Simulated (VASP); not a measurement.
Input of a VASP 6.6.1 run:

File INCAR:

```
SYSTEM = Rb
PREC = Accurate ; ENCUT = 520
EDIFF = 1E-6 ; ISMEAR = -1
SIGMA = 0.1 ; LREAL = .FALSE.
LASPH = .TRUE. ; NELM = 100
ALGO = Normal ; ISIF = 2
LWAVE = .FALSE. ; LCHARG = .FALSE.
GGA = RP ; NBANDS = 10
```

The input KPOINTS:

```
regular mesh
0
G
  8 8 8
  0 0 0
```

POSCAR

```
Rb
1.0
    4.7806263217      0.0000000000      0.0000000000
    0.0000000000      4.7806263217      0.0000000000
    0.0000000000      0.0000000000      4.7806263217
Rb
1
Direct
    0.0000000000      0.0000000000      0.0000000000
```

Potentials or basis: VASP PAW PBE potentials, release 64 (Rb_sv).

Run with:

```bash
$ cat potpaw_PBE.64/Rb_sv/POTCAR > POTCAR
$ mpirun -np 1 vasp_std > vasp.out
```

Q: What does it give for the band gap on the k mesh?

A: Zero (an odd number of electrons rules out a gap without spin polarisation).

Q: Predict the pressure.

A: 0.0 GPa.

Caveat: the PAW data sets were made with another functional, which shifts forces and pressure a little.
